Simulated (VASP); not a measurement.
Here is a VASP 6.6.1 calculation.

Contents of INCAR:

```
ALGO = Normal
EDIFF = 1E-6
ENCUT = 520
GGA = PE
ISIF = 2
ISMEAR = 0
LASPH = T
LCHARG = F
LREAL = F
LWAVE = F
NBANDS = 95
NELM = 100
PREC = Accurate
SIGMA = 0.1
```

The input KPOINTS:

```
k-points
0
Gamma
  8 8 6
```

File POSCAR:

```
TiGe8Mo3
1.0
    4.7288831327      0.0000000000      0.0000000000
    0.0000000000      4.7288831327      0.0000000000
    0.0000000000      0.0000000000      8.3485172786
Ti Ge Mo
1 8 3
Direct
    0.0000000000      0.0000000000      0.0000000000
    0.0000000000      0.0000000000      0.6632510214
    0.0000000000      0.5000000000      0.1621302031
    0.5000000000      0.0000000000      0.1621302031
    0.5000000000      0.5000000000      0.6609406457
    0.0000000000      0.0000000000      0.3367489786
    0.0000000000      0.5000000000      0.8378697969
    0.5000000000      0.0000000000      0.8378697969
    0.5000000000      0.5000000000      0.3390593543
    0.0000000000      0.5000000000      0.5000000000
    0.5000000000      0.0000000000      0.5000000000
    0.5000000000      0.5000000000      0.0000000000
```

Potentials or basis: VASP PAW PBE potentials, release 64 (Ti_sv, Ge_d, Mo_sv).

Command:

```console
$ cat potpaw_PBE.64/Ti_sv/POTCAR potpaw_PBE.64/Ge_d/POTCAR potpaw_PBE.64/Mo_sv/POTCAR > POTCAR
$ mpirun -np 1 vasp_std > vasp.out
```

What does it give for the pressure?

0.2 GPa.

What does it give for the largest force?

0.006 eV/Å.

Forces on the atoms (eV/Å):
```
Ti   0.000  0.000  0.000
Ge   0.000  0.000  0.006
Ge   0.000  0.000  0.001
Ge   0.000  0.000  0.001
Ge   0.000  0.000  0.003
Ge   0.000  0.000 -0.006
Ge   0.000  0.000 -0.001
Ge   0.000  0.000 -0.001
Ge   0.000  0.000 -0.003
Mo   0.000  0.000  0.000
Mo   0.000  0.000  0.000
Mo   0.000  0.000  0.000
```
